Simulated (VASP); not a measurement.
**BN: single point with r2SCAN**

Crystal: BN.

```
B N
1.0
     2.54397    0.00000    0.00000
    -1.27198    2.20314    0.00000
     0.00000    0.00000    4.33398
B N
2 2
Direct
  0.66667 0.33333 0.99980
  0.33333 0.66667 0.49980
  0.66667 0.33333 0.62520
  0.33333 0.66667 0.12520
```

This cell differs from its parent crystal: strain +0.000 along x and y, +0.030 along z.

```yaml
Program: VASP 6.6.1
Task: single point
Functional: r2SCAN
Potentials_or_basis: VASP PAW PBE potentials, release 64 (B, N)
Cutoff: 520 eV
k_mesh: 12 × 12 × 6
Occupations: gaussian, width 0.05 eV
Spin: no spin polarisation
```

```yaml
Pressure: -9.6 GPa
Largest_force: 0.104 eV/Å
Band_gap_on_the_k_mesh: 5.65 eV, indirect (least direct gap 8.12 eV)
```

Forces in eV/Å, atoms in the order of the input:
```
B    0.000  0.000  0.104
B    0.000  0.000  0.104
N    0.000  0.000 -0.104
N    0.000  0.000 -0.104
```

Stress tensor (GPa, compression positive):
```
 -0.53   0.00   0.00
  0.00  -0.53   0.00
  0.00   0.00 -27.79
```

Levels at points of the mesh, in eV from the valence-band top:
```
           k point  band 6  band 7  band 8  band 9  band 10  band 11
(0.00, 0.00, 0.00)   -0.38    0.00    0.00    8.12     9.21     9.21
(0.50, 0.00, 0.00)   -4.89   -4.33   -2.26    7.47     8.28    11.40
(0.00, 0.00, 0.50)   -1.06   -1.06   -1.06   10.35    10.35    10.70
(0.50, 0.00, 0.50)   -3.77   -3.76   -3.76    6.94     6.94    10.38
```

Wall time 75 s on 1 thread of Intel(R) Xeon(R) Platinum 8259CL CPU @ 2.50GHz (Skylake/Cascade Lake), with other jobs on the host, peak memory 0.15 GiB.

Caveat: the cell differs from its parent crystal (strain +0.000 along x and y, +0.030 along z); the PAW data sets were made with another functional, which shifts forces and pressure a little. A k mesh can miss the band edges.
